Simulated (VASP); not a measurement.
Wanted: the native input for a VASP 6.6.1 run.

```
Task                   : electric field gradients
Functional             : r2SCAN
Potentials or basis    : VASP PAW PBE potentials, release 64 (Rh_pv)
Cutoff                 : 520 eV
k mesh                 : 16 × 16 × 16
Occupations            : fermi-dirac, width 0.08 eV
Spin                   : no spin polarisation
Dipole correction      : no
Further INCAR settings : ALGO = Normal; EDIFF = 1e-08; NBANDS = 14
```

The system is Rh.

```
Rh
1.0
     0.00000    1.90155    1.90155
     1.90155    0.00000    1.90155
     1.90155    1.90155    0.00000
Rh
1
Direct
  0.00000 0.00000 0.00000
```

One way to write it, as run:

POSCAR

```
Rh
1.0
    0.0000000000      1.9015500000      1.9015500000
    1.9015500000      0.0000000000      1.9015500000
    1.9015500000      1.9015500000      0.0000000000
Rh
1
Direct
    0.0000000000      0.0000000000      0.0000000000
```

INCAR.step1

```
SYSTEM = Rh
PREC = Accurate
ENCUT = 520
ISMEAR = -1
SIGMA = 0.08
LREAL = .FALSE.
LASPH = .TRUE.
NELM = 100
NBANDS = 14
GGA = PE
ALGO = Normal
EDIFF = 1E-4
LWAVE = .TRUE.
LCHARG = .FALSE.
```

INCAR.step2

```
SYSTEM = Rh
PREC = Accurate
ENCUT = 520
EDIFF = 1E-8
ISMEAR = -1
SIGMA = 0.08
LREAL = .FALSE.
LASPH = .TRUE.
NELM = 100
ALGO = Normal
ISIF = 2
LWAVE = .FALSE.
LCHARG = .FALSE.
METAGGA = R2SCAN
LMIXTAU = .TRUE.
LEFG = .TRUE.
NBANDS = 14
ISTART = 1
```

KPOINTS

```
Automatic mesh
0
G
  16 16 16
  0 0 0
```

Potentials or basis: VASP PAW PBE potentials, release 64 (Rh_pv).

Command:

```sh
$ cat potpaw_PBE.64/Rh_pv/POTCAR > POTCAR
$ cp INCAR.step1 INCAR
$ mpirun -np 1 vasp_std > vasp.out
$ cp INCAR.step2 INCAR
$ mpirun -np 1 vasp_std > vasp.out
```

It gave:

```
Pressure : 0.8 GPa
```

Caveat: without QUAD_EFG the Cq values of the log hold for a quadrupole moment of 1 mb, not for the nuclei; the PAW data sets were made with another functional, which shifts forces and pressure a little.

Run time: 2.8 min on 1 thread of Intel Xeon 8259CL (shared host), peak memory 0.15 GiB.
